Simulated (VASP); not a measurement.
Crystal: Ta2H3.

```
Ta H
1.0
     2.20487   -2.86092    0.00000
     2.20487    2.86092    0.00000
     0.00000    0.00000    5.47329
Ta H
2 3
Cartesian
  0.0000 0.0000 2.7366
  2.2049 0.0000 2.7366
  1.1024 1.4305 0.0000
  1.1024 -1.4305 0.0000
  2.2049 0.0000 0.0000
```

| Property | Result |
| --- | --- |
| Program | VASP 6.6.1 |
| Task | relaxation of cell and atoms |
| Functional | PBE |
| Potentials or basis | VASP PAW PBE potentials, release 64 (Ta_pv, H) |
| Cutoff | 600 eV |
| k mesh | 6 × 6 × 4 |
| Occupations | gaussian, width 0.1 eV |
| Spin | no spin polarisation |

At the start: pressure 12.3 GPa; volume 13.81 Å³/atom.

Question: Where does the relaxation end?

Answer: Over 16 steps the energy falls by 1342.2 meV/atom and the volume is 10.16 Å³/atom (-26.4 %); space group P4/mmm (No. 123, to 0.05 Å).

Step by step:
| step | energy change (eV) | largest force (eV/Å) | pressure (GPa) | volume (Å³) |
| --- | --- | --- | --- | --- |
| 1 | 0.0000 | 0.0000 | 12.30 | 69.05 |
| 2 | -2.3581 | 0.0000 | -16.82 | 77.83 |
| 3 | -2.3283 | 0.0000 | -13.92 | 76.03 |
| 4 | -3.9424 | 0.0000 | -10.14 | 64.48 |
| 5 | 1.2969 | 0.0000 | 152.72 | 33.68 |
| 6 | -4.6855 | 0.0000 | -5.47 | 59.03 |
| 7 | -5.3366 | 0.0000 | 25.24 | 45.82 |
| 8 | -5.4227 | 0.0000 | 6.38 | 51.43 |
| 9 | -6.2031 | 0.0000 | 9.78 | 48.43 |
| 10 | -6.2859 | 0.0000 | 12.74 | 47.31 |
| 11 | -6.2870 | 0.0000 | 13.83 | 47.00 |
| 12 | -6.5914 | 0.0000 | 4.00 | 49.54 |
| 13 | -6.6781 | 0.0000 | -2.40 | 51.69 |
| 14 | -6.6791 | 0.0000 | -3.11 | 51.97 |
| 15 | -6.7036 | 0.0000 | -1.59 | 51.35 |
| 16 | -6.7108 | 0.0000 | -0.14 | 50.81 |

Final structure:
```yaml
crystal:
  lattice:
    - [2.74911, -2.75416, 0.00000]
    - [2.74911, 2.75416, 0.00000]
    - [0.00000, 0.00000, 3.35560]
  atoms:
    - { symbol: Ta, position: [0.00000, 0.00000, 0.50000] }
    - { symbol: Ta, position: [0.50000, 0.50000, 0.50000] }
    - { symbol: H, position: [0.00000, 0.50000, 0.00000] }
    - { symbol: H, position: [0.50000, 0.00000, 0.00000] }
    - { symbol: H, position: [0.50000, 0.50000, 0.00000] }
```

Caveat: the volume moved by over 15 % at a fixed basis, so the end points are rough.
